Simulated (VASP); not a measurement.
# CO2 in VASP: notebook

The runs below take CO2 through single point, with PBEsol.

All numbers are computed with VASP 6.6.1; they aren't measurements. Logs are shortened: lines on timing, memory, paths and dates and some standing lists are left out, and cuts for length are marked.

**1. The cell of the first run**

Symmetry: P4_2/mnm, No. 136, tetragonal system. The conventional cell has a = 3.516 Å, b = 3.516 Å, c = 4.104 Å, α = 90.00°, β = 90.00°, γ = 90.00°. C (site symmetry mmm) has 2 O at 1.14 Å within 1.5 Å. O (site symmetry m2m) has 1 C at 1.14 Å within 1.5 Å.

**2. Single point, PBEsol**

The input, INCAR:

```
PREC     = Accurate       # precision mode
ENCUT    = 520            # plane-wave cutoff, eV
EDIFF    = 1E-7           # SCF threshold, eV
ISMEAR   = 0              # smearing method
SIGMA    = 0.01           # smearing width, eV
LREAL    = F              # projectors in reciprocal space
LASPH    = T              # aspherical terms in the spheres
NELM     = 80             # most SCF steps
ALGO     = Normal         # electronic algorithm
ISIF     = 2              # what is computed and relaxed
LWAVE    = F              # write WAVECAR
LCHARG   = T              # write CHGCAR
GGA      = PS             # functional
LELF     = T              # ELF
LVHAR    = T            
NBANDS   = 25             # bands
```

The input, KPOINTS:

```
Automatic mesh
0
Gamma
  4 4 4
```

The input, POSCAR:

```
CO2
1.0
    3.5161000000      0.0000000000      0.0000000000
    0.0000000000      3.5161000000      0.0000000000
    0.0000000000      0.0000000000      4.1043000000
C O
2 4
Direct
    0.0000000000      0.0000000000      0.0000000000
    0.5000000000      0.5000000000      0.5000000000
    0.2300000000      0.2300000000      0.0000000000
    0.2700000000      0.7300000000      0.5000000000
    0.7700000000      0.7700000000      0.0000000000
    0.7300000000      0.2700000000      0.5000000000
```

Potentials or basis: VASP PAW PBE potentials, release 64 (C, O).

Launch:

```bash
$ cat potpaw_PBE.64/C/POTCAR potpaw_PBE.64/O/POTCAR > POTCAR
$ mpirun -np 1 vasp_std > vasp.out
```

OUTCAR:

```text
PREC = Accurate
   ENCUT = 520
   EDIFF = 1E-7
   ISMEAR = 0
   LREAL = F
   LASPH = T
   NELM = 80
   ISIF = 2
   GGA = PS

 ion  position               nearest neighbor table
   1  0.000  0.000  0.000-   3 1.14   5 1.14
   2  0.500  0.500  0.500-   4 1.14   6 1.14
   3  0.230  0.230  0.000-   1 1.14
   4  0.270  0.730  0.500-   2 1.14
   5  0.770  0.770  0.000-   1 1.14
   6  0.730  0.270  0.500-   2 1.14

  LATTYP: Found a simple tetragonal cell.
 ALAT       =     3.5161000000
 C/A-ratio  =     1.1672876198

  Lattice vectors:

 A1 = (   3.5161000000,   0.0000000000,   0.0000000000)
 A2 = (   0.0000000000,   3.5161000000,   0.0000000000)
 A3 = (   0.0000000000,   0.0000000000,   4.1043000000)

Analysis of symmetry for initial positions (statically):
=====================================================================
 Subroutine PRICEL returns:
 Original cell was already a primitive cell.

 Routine SETGRP: Setting up the symmetry group for a
 simple tetragonal supercell.

 Subroutine GETGRP returns: Found 16 space group operations
 (whereof  8 operations were pure point group operations)
 out of a pool of 16 trial point group operations.

The static configuration has the point symmetry D_2h.
 The point group associated with its full space group is D_4h.

Analysis of symmetry for dynamics (positions and initial velocities):
=====================================================================
 Subroutine PRICEL returns:
 Original cell was already a primitive cell.

 Routine SETGRP: Setting up the symmetry group for a
 simple tetragonal supercell.

 Subroutine GETGRP returns: Found 16 space group operations
 (whereof  8 operations were pure point group operations)
 out of a pool of 16 trial point group operations.

The dynamic configuration has the point symmetry D_2h.
 The point group associated with its full space group is D_4h.

 Subroutine INISYM returns: Found 16 space group operations
 (whereof  8 operations are pure point group operations),
 and found     1 'primitive' translations

----------------------------------------------------------------------------------------
[... 91 lines left out ...]
   LASPH  =      T    aspherical Exc in radial PAW
   ENCUT  =  520.0 eV  38.22 Ry    6.18 a.u.   6.54  6.54  7.63*2*pi/ulx,y,z
   NELM   =     80;   NELMIN=  2; NELMDL= -5     # of ELM steps
   EDIFF  = 0.1E-06   stopping-criterion for ELM
   LREAL  =      F    real-space projection
   EDIFFG = 0.1E-05   stopping-criterion for IOM
   NSW    =      0    number of steps for IOM
   IBRION =     -1    ionic relax: 0-MD 1-quasi-New 2-CG
   NFREE  =      0    steps in history (QN), initial steepest desc. (CG)
   ISIF   =      2    stress and relaxation
   ISYM   =      2    0-nonsym 1-usesym 2-fastsym
   POTIM  = 0.5000    time-step for ionic-motion
   TEBEG  =    0.0;   TEEND  =   0.0 temperature during run
   PSTRESS=    0.0 pullay stress
   NELECT =      32.0000    total number of electrons
   NUPDOWN=      -1.0000    fix difference up-down
   EMIN   =  10.00;   EMAX   =-10.00  energy-range for DOS
   EFERMI =   0.00;   METHOD = LEGACY
   ISMEAR =     0;   SIGMA  =   0.01  broadening in eV -4-tet -1-fermi 0-gaus
   EFERMI_NEDOS =   21; number of points for ismear=-14 and -15
   IALGO  =     38    algorithm
   IMIX   =      4    mixing-type and parameters
     AMIX     =   0.40;   BMIX     =  1.00
     AMIX_MAG =   1.60;   BMIX_MAG =  1.00
  volume/ion in A,a.u.               =       8.46        57.07
  Fermi-wavevector in a.u.,A,eV,Ry     =   1.403905  2.652995 26.816383  1.970949
  Thomas-Fermi vector in A             =   2.526520
   LORBIT       =      0    0 simple, 1 ext, 2 COOP (PROOUT), +10 PAW based schemes
   GGA     = PS    functional components
   LHFCALC =     F    Hartree Fock is set to
   AEXX    =    0.0000 exact exchange contribution
   IVDW    =     0    specifies the selected vdW correction
   LEPSILON=     F    determine dielectric tensor
   LRPA    =     F    only Hartree local field effects (RPA)
 non-spin polarized calculation
 Gauss-broadening in eV      SIGMA  =   0.01
  energy-cutoff  :      520.00
  volume of cell :       50.74
 maximum number of plane-waves:      1395
 NGX is ok and might be reduce to    28
   NGX = 13   NGY = 13   NGZ = 15

 number of electron      32.0000018 magnetization

 Free energy of the ion-electron system (eV)
  ---------------------------------------------------
  ext. energy  EPLUGINS =         0.00000000
  ---------------------------------------------------
  free energy    TOTEN  =       -46.00222561 eV

  energy without entropy =      -46.00222561  energy(sigma->0) =      -46.00222561

 E-fermi :   1.5179     XC(G=0): -11.0929

 val. band max:        1.3912043571   @ k =   0.5000   0.5000   0.5000
 cond. band min:       7.1878594236   @ k =   0.0000   0.0000   0.0000
 fundamental gap:      5.7966550665
 Fermi energy:         1.5179369777

 k-point     1 :       0.0000    0.0000    0.0000
  band No.  band energies     occupation
      1     -21.4852      2.00000
      2     -20.1534      2.00000
      3     -19.3210      2.00000
      4     -19.3210      2.00000
      5      -6.2665      2.00000
      6      -6.0086      2.00000
[... 493 lines left out ...]
     24      16.0115      0.00000
     25      18.3664      0.00000

------------------------ aborting loop because EDIFF is reached ----------------------------------------

  FORCE on cell =-STRESS in cart. coord.  units (eV):
  Direction    XX          YY          ZZ          XY          YZ          ZX
  --------------------------------------------------------------------------------------
  -------------------------------------------------------------------------------------
  Total       13.0048607     13.0048607      6.6570339     -0.0000000      0.0000000      0.0000000
  in kB      410.6338557    410.6338557    210.1986003     -0.0000000      0.0000000      0.0000000
  external PRESSURE =     343.8221039 kB  Pullay stress =       0.0000000 kB

 VOLUME and BASIS-vectors are now :
 -----------------------------------------------------------------------------
  energy-cutoff  :      520.00
  volume of cell :       50.74
      direct lattice vectors                 reciprocal lattice vectors
     3.516100000  0.000000000  0.000000000     0.284406018  0.000000000  0.000000000
     0.000000000  3.516100000  0.000000000     0.000000000  0.284406018  0.000000000
     0.000000000  0.000000000  4.104300000     0.000000000  0.000000000  0.243646907

 POSITION                                       TOTAL-FORCE (eV/Angst)
 -----------------------------------------------------------------------------------
      0.00000      0.00000      0.00000        -0.000000      0.000000      0.000000
      1.75805      1.75805      2.05215        -0.000000      0.000000      0.000000
      0.80870      0.80870      0.00000         1.785836      1.785836      0.000000
      0.94935      2.56675      2.05215        -1.785836      1.785836      0.000000
      2.70740      2.70740      0.00000        -1.785836     -1.785836     -0.000000
      2.56675      0.94935      2.05215         1.785836     -1.785836     -0.000000
 -----------------------------------------------------------------------------------
    total drift:                                0.000000     -0.000000      0.000000

  FREE ENERGIE OF THE ION-ELECTRON SYSTEM (eV)
  ---------------------------------------------------
  free  energy   TOTEN  =       -46.0022256074 eV

  energy  without entropy=      -46.0022256074  energy(sigma->0) =      -46.00222561
```

stdout:

```text
POSCAR found type information on POSCAR C O
 POSCAR found :  2 types and       6 ions
 scaLAPACK will be used
 -----------------------------------------------------------------------------
|                                                                             |
|                                                                             |
|     You enforced a specific xc type in the INCAR file but a different       |
|     I HOPE YOU KNOW WHAT YOU ARE DOING!                                     |
|                                                                             |
 -----------------------------------------------------------------------------

 LDA part: xc-table for (Slater+PW92), standard interpolation
 POSCAR, INCAR and KPOINTS ok, starting setup
 FFT: planning ... GRIDC
 FFT: planning ... GRID_SOFT
 FFT: planning ... GRID
 WAVECAR not read
 entering main loop
```

It took 21 s on 1 thread of Intel Xeon 6975P-C, shared host; peak memory 0.16 GiB.

What came out:

| Quantity | Value |
| --- | --- |
| Free energy | -46.0022 eV |
| Pressure | 34.4 GPa |
| Largest force | 2.526 eV/Å |
| Band gap on the k mesh | 5.80 eV, indirect (least direct gap 6.51 eV) |

Forces on the atoms (eV/Å):
```
C    0.000  0.000  0.000
C    0.000  0.000  0.000
O    1.786  1.786  0.000
O   -1.786  1.786  0.000
O   -1.786 -1.786  0.000
O    1.786 -1.786  0.000
```

Stress tensor (GPa, compression positive):
```
41.06  0.00  0.00
 0.00 41.06  0.00
 0.00  0.00 21.02
```

Caveat: the k points lie up to 0.45 Å⁻¹ apart; the PAW data sets were made with another functional, which shifts forces and pressure a little. A k mesh can miss the band edges.

**3. Single point, PBEsol**

The input, INCAR:

```
  PREC = Accurate
  ENCUT = 520
  EDIFF = 1E-6
  ISMEAR = 0
  SIGMA = 0.01
  LREAL = False
  LASPH = True
  NELM = 60
  ALGO = Normal
  ISIF = 2
  LWAVE = False
  LCHARG = False
  GGA = PS
  NBANDS = 25
```

KPOINTS is that of step 2.

Changes to POSCAR since step 2:

```diff
@@ -8,3 +8,3 @@
 Direct
-    0.0000000000      0.0000000000      0.0000000000
+    0.0100000000      0.0000000000      0.0000000000
     0.5000000000      0.5000000000      0.5000000000
```

Potentials or basis: VASP PAW PBE potentials, release 64 (C, O).

Launch:

```bash
$ cat potpaw_PBE.64/C/POTCAR potpaw_PBE.64/O/POTCAR > POTCAR
$ mpirun -np 1 vasp_std > vasp.out
```

Run time: 27 s. Hardware: 1 thread of Intel Xeon 6975P-C, shared host; peak memory 0.17 GiB.

Results (log left out):

| Property | Result |
| --- | --- |
| Free energy | -45.9320 eV |
| Pressure | 34.8 GPa |
| Largest force | 5.465 eV/Å |
| Band gap on the k mesh | 5.78 eV, indirect (least direct gap 6.48 eV) |

Forces in eV/Å, atoms in the order of the input:
```
C   -3.996 -3.728  0.000
C    0.153  0.000  0.000
O    3.865  3.835  0.000
O   -1.830  1.801  0.000
O    0.063 -0.132  0.000
O    1.744 -1.775  0.000
```

Stress tensor (GPa, compression positive):
```
41.20  0.59  0.00
 0.59 42.07  0.00
 0.00  0.00 21.02
```

Levels at points of the mesh, in eV from the valence-band top:
```tsv
k point	band 13	band 14	band 15	band 16	band 17	band 18	band 19	band 20
(0.00, 0.00, 0.00)	-3.49	-1.94	-1.47	-1.43	5.78	6.41	6.46	7.17
(0.50, 0.00, 0.00)	-1.78	-1.72	-1.39	-1.12	7.52	7.56	7.57	7.75
(0.00, 0.50, 0.00)	-1.79	-1.71	-1.38	-1.13	7.50	7.56	7.63	7.70
(0.50, 0.50, 0.00)	-2.15	-2.12	-0.03	-0.02	7.84	7.85	8.25	8.27
(0.00, 0.00, 0.50)	-3.03	-2.96	-1.35	-1.34	6.93	7.00	7.32	7.36
(0.50, 0.00, 0.50)	-2.73	-2.71	-0.92	-0.92	7.19	7.21	8.34	8.34
(0.00, 0.50, 0.50)	-2.72	-2.71	-0.92	-0.92	7.19	7.20	8.32	8.34
(0.50, 0.50, 0.50)	-1.31	-1.26	-0.02	0.00	6.48	6.49	8.26	8.26
```

Caveat: the k points lie up to 0.45 Å⁻¹ apart; the PAW data sets were made with another functional, which shifts forces and pressure a little. A k mesh can miss the band edges.

**4. Single point, PBEsol**

The input, INCAR:

```
PREC = Accurate
ENCUT = 520
EDIFF = 1E-6
ISMEAR = 0
SIGMA = 0.01
LREAL = F
LASPH = T
NELM = 60
ALGO = Normal
ISIF = 2
LWAVE = F
LCHARG = T
GGA = PS
LELF = T
LVHAR = T
NBANDS = 25
```

The input, KPOINTS:

```
regular mesh
0
Gamma
  4 4 4
```

Changes to POSCAR since step 3:

```diff
@@ -8,3 +8,3 @@
 Direct
-    0.0100000000      0.0000000000      0.0000000000
+    0.0200000000      0.0000000000      0.0000000000
     0.5000000000      0.5000000000      0.5000000000
```

Launch:

```bash
$ cat potpaw_PBE.64/C/POTCAR potpaw_PBE.64/O/POTCAR > POTCAR
$ mpirun -np 1 vasp_std > vasp.out
```

Wall time 30 s (1 thread of Intel Xeon 6975P-C, shared host); peak memory 0.17 GiB.

Results (log left out):

* Free energy: -45.7214 eV
* Pressure: 35.9 GPa
* Largest force: 10.984 eV/Å
* Band gap on the k mesh: 5.73 eV, indirect (least direct gap 6.40 eV)

Forces on the atoms (eV/Å):
```
C   -7.979 -7.549  0.000
C    0.307 -0.001  0.000
O    6.165  6.325  0.000
O   -1.875  1.819  0.000
O    1.680  1.172  0.000
O    1.702 -1.766  0.000
```

Stress tensor (GPa, compression positive):
```
41.58  2.33  0.00
 2.33 45.08  0.00
 0.00  0.00 21.01
```

Levels at points of the mesh, in eV from the valence-band top:
```csv
k point,band 13,band 14,band 15,band 16,band 17,band 18,band 19,band 20
"(0.00, 0.00, 0.00)",-3.47,-1.90,-1.53,-1.38,5.73,6.21,6.40,7.21
"(0.50, 0.00, 0.00)",-1.85,-1.68,-1.56,-1.03,7.41,7.44,7.51,7.80
"(0.00, 0.50, 0.00)",-1.85,-1.67,-1.53,-1.05,7.33,7.50,7.55,7.69
"(0.50, 0.50, 0.00)",-2.21,-2.09,-0.08,-0.04,7.78,7.81,8.14,8.22
"(0.00, 0.00, 0.50)",-3.09,-2.85,-1.39,-1.33,6.72,6.93,7.29,7.40
"(0.50, 0.00, 0.50)",-2.74,-2.67,-0.94,-0.94,7.11,7.16,8.27,8.29
"(0.00, 0.50, 0.50)",-2.72,-2.68,-0.94,-0.93,7.09,7.15,8.21,8.30
"(0.50, 0.50, 0.50)",-1.41,-1.23,-0.08,0.00,6.40,6.45,8.20,8.21
```

Caveat: the k points lie up to 0.45 Å⁻¹ apart; the PAW data sets were made with another functional, which shifts forces and pressure a little.

**5. Single point, PBEsol**

The input, INCAR:

```
PREC     = Accurate       # precision mode
ENCUT    = 520            # plane-wave cutoff, eV
EDIFF    = 1E-6           # SCF threshold, eV
ISMEAR   = 0              # smearing method
SIGMA    = 0.01           # smearing width, eV
LREAL    = F              # projectors in reciprocal space
LASPH    = T              # aspherical terms in the spheres
NELM     = 100            # most SCF steps
ALGO     = Normal         # electronic algorithm
ISIF     = 2              # what is computed and relaxed
LWAVE    = F              # write WAVECAR
LCHARG   = F              # write CHGCAR
GGA      = PS             # functional
NBANDS   = 25             # bands
```

KPOINTS is that of step 4.

Changes to POSCAR since step 4:

```diff
@@ -8,3 +8,3 @@
 Direct
-    0.0200000000      0.0000000000      0.0000000000
+    0.0300000000      0.0000000000      0.0000000000
     0.5000000000      0.5000000000      0.5000000000
```

Potentials or basis: VASP PAW PBE potentials, release 64 (C, O).

Launch:

```bash
$ cat potpaw_PBE.64/C/POTCAR potpaw_PBE.64/O/POTCAR > POTCAR
$ mpirun -np 1 vasp_std > vasp.out
```

OUTCAR:

```text
PREC = Accurate
   ENCUT = 520
   EDIFF = 1E-6
   ISMEAR = 0
   LREAL = F
   LASPH = T
   NELM = 100
   ISIF = 2
   GGA = PS

 ion  position               nearest neighbor table
   1  0.030  0.000  0.000-   3 1.07   5 1.22
   2  0.500  0.500  0.500-   4 1.14   6 1.14
   3  0.230  0.230  0.000-   1 1.07
   4  0.270  0.730  0.500-   2 1.14
   5  0.770  0.770  0.000-   1 1.22
   6  0.730  0.270  0.500-   2 1.14

  LATTYP: Found a simple tetragonal cell.
[... 878 lines left out ...]
  -------------------------------------------------------------------------------------
  Total       13.3498417     15.8676084      6.6423485      1.6437306      0.0000000      0.0000000
  in kB      421.5267751    501.0262990    209.7349018     51.9014740      0.0000000      0.0000000
  external PRESSURE =     377.4293253 kB  Pullay stress =       0.0000000 kB

 VOLUME and BASIS-vectors are now :
 -----------------------------------------------------------------------------
  energy-cutoff  :      520.00
  volume of cell :       50.74
      direct lattice vectors                 reciprocal lattice vectors
     3.516100000  0.000000000  0.000000000     0.284406018  0.000000000  0.000000000
     0.000000000  3.516100000  0.000000000     0.000000000  0.284406018  0.000000000
     0.000000000  0.000000000  4.104300000     0.000000000  0.000000000  0.243646907

 POSITION                                       TOTAL-FORCE (eV/Angst)
 -----------------------------------------------------------------------------------
      0.10548      0.00000      0.00000       -11.936183    -11.554900      0.000000
      1.75805      1.75805      2.05215         0.459326     -0.001301      0.000000
      0.80870      0.80870      0.00000         8.670405      9.306088      0.000000
      0.94935      2.56675      2.05215        -1.922503      1.841064      0.000000
      2.70740      2.70740      0.00000         3.065854      2.170763      0.000000
      2.56675      0.94935      2.05215         1.663102     -1.761713      0.000000
 -----------------------------------------------------------------------------------
    total drift:                                0.000019      0.000134      0.000000

  FREE ENERGIE OF THE ION-ELECTRON SYSTEM (eV)
  ---------------------------------------------------
  free  energy   TOTEN  =       -45.3711639103 eV

  energy  without entropy=      -45.3711639103  energy(sigma->0) =      -45.37116391
```

It took 30 s on 1 thread of Intel Xeon 6975P-C, shared host; peak memory 0.17 GiB.

What came out:

```yaml
Free_energy: -45.3712 eV
Pressure: 37.7 GPa
Largest_force: 16.613 eV/Å
Band_gap_on_the_k_mesh: 5.66 eV, indirect (least direct gap 6.27 eV)
```

Forces in eV/Å, atoms in the order of the input:
```
C   -11.936 -11.555   0.000
C     0.459  -0.001   0.000
O     8.670   9.306   0.000
O    -1.923   1.841   0.000
O     3.066   2.171   0.000
O     1.663  -1.762   0.000
```

Caveat: the k points lie up to 0.45 Å⁻¹ apart; the PAW data sets were made with another functional, which shifts forces and pressure a little. Expect the measured gap to be larger: semilocal functionals such as PBEsol lack the derivative discontinuity.
